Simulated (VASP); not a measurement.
# Na3TeF (P1) in VASP: single point with PBE

Aim: the single point of Na3TeF with PBE.

All numbers are computed with VASP 6.6.1; they aren't measurements. Logs are shortened: lines on timing, memory, paths and dates and some standing lists are left out, and cuts for length are marked.

## 1. The cell of the first run

The typed cell holds 10 atoms: a = 4.750 Å, b = 4.740 Å, c = 9.439 Å, α = 90.12°, β = 90.02°, γ = 90.00°.

## 2. Single point, PBE

INCAR

```
SYSTEM = Na3TeF
PREC = Accurate
ENCUT = 520
EDIFF = 1E-6
ISMEAR = 0
SIGMA = 0.1
LREAL = .False.
LASPH = .True.
NELM = 100
ALGO = Normal
ISIF = 2
LWAVE = .False.
LCHARG = .True.
GGA = PE
LELF = .True.
LVHAR = .True.
NBANDS = 45
```

KPOINTS

```
Automatic mesh
0
Gamma
  4 4 2
  0 0 0
```

POSCAR

```
Na3TeF
1.0
    4.7501364055     -0.0000041771     -0.0009694832
   -0.0000785505      4.7401199558     -0.0049793930
   -0.0020392526     -0.0103101600      9.4387022051
Na Te F
6 2 2
Direct
    0.5001115615      1.0021892581      0.0001245832
    0.4995329868      0.9976145326      0.5008167856
    1.0000080887      0.4984081879      0.5005474414
    0.0001064411      0.5011015203      0.9994919927
    0.0000148977     -0.0000982560      0.2497567016
    0.9993647349      0.0002266973      0.7498446428
    0.5004254122      0.5008383242      0.2499560184
    0.4998456477      0.4995591177      0.7500191735
    0.0006732014      0.0013693055     -0.0003545474
   -0.0000829720     -0.0012086876      0.4997972084
```

Potentials or basis: VASP PAW PBE potentials, release 64 (Na_pv, Te, F).

On the command line:

```bash
> cat potpaw_PBE.64/Na_pv/POTCAR potpaw_PBE.64/Te/POTCAR potpaw_PBE.64/F/POTCAR > POTCAR
> mpirun -np 1 vasp_std > vasp.out
```

OUTCAR:

```text
SYSTEM = Na3TeF
   PREC = Accurate
   ENCUT = 520
   EDIFF = 1E-6
   ISMEAR = 0
   LREAL = .False.
   LASPH = .True.
   NELM = 100
   ISIF = 2
   GGA = PE

 ion  position               nearest neighbor table
   1  0.500  0.002  0.000-
   2  0.500  0.998  0.501-
   3  0.000  0.498  0.501-
   4  0.000  0.501  0.999-
   5  0.000  1.000  0.250-
   6  0.999  0.000  0.750-
   7  0.500  0.501  0.250-
   8  0.500  0.500  0.750-
   9  0.001  0.001  1.000-
  10  1.000  0.999  0.500-

  LATTYP: Found a triclinic cell.
 ALAT       =    10.5530200078
 B/A-ratio  =     0.4491721392
 C/A-ratio  =     0.4501210555
 COS(alpha) =     0.0000172364
 COS(beta)  =     0.0003835249
 COS(gamma) =     0.4472556009

  Lattice vectors:

 A1 = (  -0.0021178031,   4.7298097958,   9.4337228121)
 A2 = (  -0.0000785505,   4.7401199558,  -0.0049793930)
 A3 = (  -4.7501364055,   0.0000041771,   0.0009694832)

Analysis of symmetry for initial positions (statically):
=====================================================================
 Subroutine PRICEL returns:
 Original cell was already a primitive cell.

 Routine SETGRP: Setting up the symmetry group for a
 triclinic supercell.

 Subroutine GETGRP returns: Found  1 space group operations
 (whereof  1 operations were pure point group operations)
 out of a pool of  2 trial point group operations.

The static configuration has the point symmetry C_1 .

Analysis of symmetry for dynamics (positions and initial velocities):
=====================================================================
 Subroutine PRICEL returns:
 Original cell was already a primitive cell.

 Routine SETGRP: Setting up the symmetry group for a
 triclinic supercell.

 Subroutine GETGRP returns: Found  1 space group operations
 (whereof  1 operations were pure point group operations)
 out of a pool of  2 trial point group operations.

The dynamic configuration has the point symmetry C_1 .

 Subroutine INISYM returns: Found  1 space group operations
[... 105 lines left out ...]
   LASPH  =      T    aspherical Exc in radial PAW
   ENCUT  =  520.0 eV  38.22 Ry    6.18 a.u.   8.83  8.81 17.55*2*pi/ulx,y,z
   NELM   =    100;   NELMIN=  2; NELMDL= -5     # of ELM steps
   EDIFF  = 0.1E-05   stopping-criterion for ELM
   LREAL  =      F    real-space projection
   EDIFFG = 0.1E-04   stopping-criterion for IOM
   NSW    =      0    number of steps for IOM
   IBRION =     -1    ionic relax: 0-MD 1-quasi-New 2-CG
   NFREE  =      0    steps in history (QN), initial steepest desc. (CG)
   ISIF   =      2    stress and relaxation
   ISYM   =      2    0-nonsym 1-usesym 2-fastsym
   POTIM  = 0.5000    time-step for ionic-motion
   TEBEG  =    0.0;   TEEND  =   0.0 temperature during run
   PSTRESS=    0.0 pullay stress
   NELECT =      68.0000    total number of electrons
   NUPDOWN=      -1.0000    fix difference up-down
   EMIN   =  10.00;   EMAX   =-10.00  energy-range for DOS
   EFERMI =   0.00;   METHOD = LEGACY
   ISMEAR =     0;   SIGMA  =   0.10  broadening in eV -4-tet -1-fermi 0-gaus
   EFERMI_NEDOS =   21; number of points for ismear=-14 and -15
   IALGO  =     38    algorithm
   IMIX   =      4    mixing-type and parameters
     AMIX     =   0.40;   BMIX     =  1.00
     AMIX_MAG =   1.60;   BMIX_MAG =  1.00
  volume/ion in A,a.u.               =      21.25       143.42
  Fermi-wavevector in a.u.,A,eV,Ry     =   1.119718  2.115961 17.058561  1.253769
  Thomas-Fermi vector in A             =   2.256359
   LORBIT       =      0    0 simple, 1 ext, 2 COOP (PROOUT), +10 PAW based schemes
   GGA     = PE    functional components
   LHFCALC =     F    Hartree Fock is set to
   AEXX    =    0.0000 exact exchange contribution
   IVDW    =     0    specifies the selected vdW correction
   LEPSILON=     F    determine dielectric tensor
   LRPA    =     F    only Hartree local field effects (RPA)
 non-spin polarized calculation
 Gauss-broadening in eV      SIGMA  =   0.10
  energy-cutoff  :      520.00
  volume of cell :      212.52
 maximum number of plane-waves:      5755
   NGX = 17   NGY = 17   NGZ = 35

 number of electron      67.9999942 magnetization

 Free energy of the ion-electron system (eV)
  ---------------------------------------------------
  ext. energy  EPLUGINS =         0.00000000
  ---------------------------------------------------
  free energy    TOTEN  =       -34.19485385 eV

  energy without entropy =      -34.19485385  energy(sigma->0) =      -34.19485385

 E-fermi :   2.5001     XC(G=0):  -8.4379

 val. band max:        1.9749852556   @ k =   0.5000   0.5000  -0.0000
 cond. band min:       4.0362479353   @ k =   0.0000   0.0000   0.0000
 fundamental gap:      2.0612626796
 Fermi energy:         2.5000790535

 k-point     1 :       0.0000    0.0000    0.0000
  band No.  band energies     occupation
      1     -21.4689      2.00000
      2     -21.3110      2.00000
      3     -21.3108      2.00000
      4     -21.3080      2.00000
      5     -21.2922      2.00000
      6     -21.2911      2.00000
[... 949 lines left out ...]
     44       9.5637      0.00000
     45      10.8021      0.00000

------------------------ aborting loop because EDIFF is reached ----------------------------------------

  FORCE on cell =-STRESS in cart. coord.  units (eV):
  Direction    XX          YY          ZZ          XY          YZ          ZX
  --------------------------------------------------------------------------------------
  -------------------------------------------------------------------------------------
  Total       -0.2525613     -0.1375718      0.1081343      0.0003499      0.0551471      0.0109465
  in kB       -1.9040140     -1.0371289      0.8152048      0.0026376      0.4157438      0.0825238
  external PRESSURE =      -0.7086460 kB  Pullay stress =       0.0000000 kB

 VOLUME and BASIS-vectors are now :
 -----------------------------------------------------------------------------
  energy-cutoff  :      520.00
  volume of cell :      212.52
      direct lattice vectors                 reciprocal lattice vectors
     4.750136406 -0.000004177 -0.000969483     0.210520280  0.000003536  0.000045487
    -0.000078551  4.740119956 -0.004979393     0.000000233  0.210965367  0.000230443
    -0.002039253 -0.010310160  9.438702205     0.000021623  0.000111295  0.105946895

 POSITION                                       TOTAL-FORCE (eV/Angst)
 -----------------------------------------------------------------------------------
      2.37560      0.01037      0.00068         0.001145     -0.007002      0.003485
      2.37175      4.72365      4.72161         0.005215      0.007452     -0.019165
     -0.00102      2.35735      4.72204        -0.001492      0.008221     -0.016794
     -0.00157      2.36498      9.43141         0.001702     -0.000298      0.009875
     -0.00052      4.73708      2.35240         0.000586      0.001602      0.006448
      4.74559     -0.00666      7.07659         0.003480     -0.002857      0.004078
      2.37654      2.37145      2.35628        -0.002641     -0.007477      0.000086
      2.37277      2.36024      7.07624         0.000947      0.003521     -0.001473
      0.00116     -0.00382      9.43535        -0.007981     -0.007087     -0.001570
      4.74864      4.72923      4.71149        -0.000961      0.003925      0.015029
 -----------------------------------------------------------------------------------
    total drift:                                0.000133      0.000042      0.000167

  FREE ENERGIE OF THE ION-ELECTRON SYSTEM (eV)
  ---------------------------------------------------
  free  energy   TOTEN  =       -34.1948538547 eV

  energy  without entropy=      -34.1948538547  energy(sigma->0) =      -34.19485385
```

OSZICAR:

```text
N       E                     dE             d eps       ncg     rms          rms(c)
DAV:   1     0.729347155237E+03    0.72935E+03   -0.33186E+04  1800   0.163E+03
DAV:   2     0.563267274474E+02   -0.67302E+03   -0.64502E+03  1872   0.450E+02
DAV:   3    -0.327779357089E+02   -0.89105E+02   -0.88044E+02  2028   0.169E+02
DAV:   4    -0.367382518925E+02   -0.39603E+01   -0.39423E+01  2118   0.334E+01
DAV:   5    -0.368480217176E+02   -0.10977E+00   -0.10972E+00  2262   0.597E+00    0.882E+00
DAV:   6    -0.343520183165E+02    0.24960E+01   -0.92792E+00  2657   0.121E+01    0.359E+00
DAV:   7    -0.342456032089E+02    0.10642E+00   -0.34685E-01  2014   0.289E+00    0.236E+00
DAV:   8    -0.341924124395E+02    0.53191E-01   -0.16511E-01  2474   0.333E+00    0.357E-01
DAV:   9    -0.341941751821E+02   -0.17627E-02   -0.17288E-02  2166   0.741E-01    0.215E-01
DAV:  10    -0.341947813115E+02   -0.60613E-03   -0.20032E-03  1971   0.237E-01    0.628E-02
DAV:  11    -0.341948364682E+02   -0.55157E-04   -0.19353E-04  2252   0.902E-02    0.371E-02
DAV:  12    -0.341948539187E+02   -0.17450E-04   -0.83175E-05  1910   0.608E-02    0.147E-02
DAV:  13    -0.341948538547E+02    0.63999E-07   -0.49062E-06  2123   0.157E-02
   1 F= -.34194854E+02 E0= -.34194854E+02  d E =-.220501E-14
```

stdout:

```text
POSCAR found type information on POSCAR NaTeF
 POSCAR found :  3 types and      10 ions
 scaLAPACK will be used
 LDA part: xc-table for (Slater+PW92), standard interpolation
 POSCAR, INCAR and KPOINTS ok, starting setup
 FFT: planning ... GRIDC
 FFT: planning ... GRID_SOFT
 FFT: planning ... GRID
 WAVECAR not read
 entering main loop
```

Wall time 1.9 min (1 thread of Intel Xeon Platinum 8488C (Sapphire Rapids), shared host); peak memory 0.37 GiB.

What came out:

* Free energy: -34.1949 eV
* Pressure: -0.1 GPa
* Largest force: 0.021 eV/Å
* Band gap on the k mesh: 2.06 eV

Forces in eV/Å, atoms in the order of the input:
```
Na   0.001 -0.007  0.003
Na   0.005  0.007 -0.019
Na  -0.001  0.008 -0.017
Na   0.002  0.000  0.010
Na   0.001  0.002  0.006
Na   0.003 -0.003  0.004
Te  -0.003 -0.007  0.000
Te   0.001  0.004 -0.001
F   -0.008 -0.007 -0.002
F   -0.001  0.004  0.015
```

Stress tensor (GPa, compression positive):
```
-0.19  0.00  0.01
 0.00 -0.10  0.04
 0.01  0.04  0.08
```

Levels at points of the mesh, in eV from the valence-band top:
| k point | band 31 | band 32 | band 33 | band 34 | band 35 | band 36 | band 37 | band 38 |
| --- | --- | --- | --- | --- | --- | --- | --- | --- |
| (0.00, 0.00, 0.00) | -0.28 | -0.25 | -0.21 | -0.20 | 2.06 | 3.71 | 4.09 | 4.13 |
| (0.50, 0.00, 0.00) | -1.53 | -0.21 | -0.18 | -0.02 | 3.06 | 3.72 | 4.51 | 4.79 |
| (0.00, 0.50, 0.00) | -1.53 | -0.22 | -0.18 | -0.03 | 3.06 | 3.72 | 4.49 | 4.79 |
| (0.50, 0.50, 0.00) | -1.44 | -1.43 | -1.42 | 0.00 | 3.05 | 4.14 | 4.15 | 4.16 |
| (0.00, 0.00, 0.50) | -0.27 | -0.25 | -0.24 | -0.23 | 2.96 | 2.97 | 4.37 | 4.40 |
| (0.50, 0.00, 0.50) | -1.00 | -0.98 | -0.13 | -0.11 | 4.04 | 4.05 | 4.24 | 4.26 |
| (0.00, 0.50, 0.50) | -1.00 | -0.98 | -0.14 | -0.11 | 4.05 | 4.06 | 4.23 | 4.25 |
| (0.50, 0.50, 0.50) | -1.47 | -1.47 | -0.85 | -0.83 | 3.48 | 3.50 | 4.90 | 4.90 |

Caveat: spin-orbit coupling is left out, which moves the levels of the heavy elements. A k mesh can miss the band edges.
